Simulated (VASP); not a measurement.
The system is Ir.

```xyz
1
Lattice="0.0000 1.9152 1.9152 1.9152 0.0000 1.9152 1.9152 1.9152 0.0000" Properties=species:S:1:pos:R:3 pbc="T T T"
Ir    0.0000    0.0000    0.0000
```

Base run:

| Quantity | Value |
| --- | --- |
| Program | VASP 6.6.1 |
| Functional | PBEsol |
| Potentials or basis | VASP PAW PBE potentials, release 64 (Ir) |
| Cutoff | 520 eV |
| k mesh | 18 × 18 × 18 |
| Occupations | gaussian, width 0.1 eV |
| Spin | no spin polarisation |

Its results: pressure 1.0 GPa.

Q: The run is repeated on the same cell with these changes: potentials or basis from VASP PAW PBE potentials, release 64 (Ir) to VASP PAW PBE potentials, release 64 (Ir_sv_GW); cutoff from 520 eV to 500 eV; further incar settings from ALGO = Normal; EDIFF = 1e-06; NBANDS = 10 to ALGO = Normal; EDIFF = 1e-06; NBANDS = 14; valence electrons from 9 to 17. What comes out?

A: Pressure -3.3 GPa.

Caveats: the PAW data sets were made with another functional, which shifts forces and pressure a little.
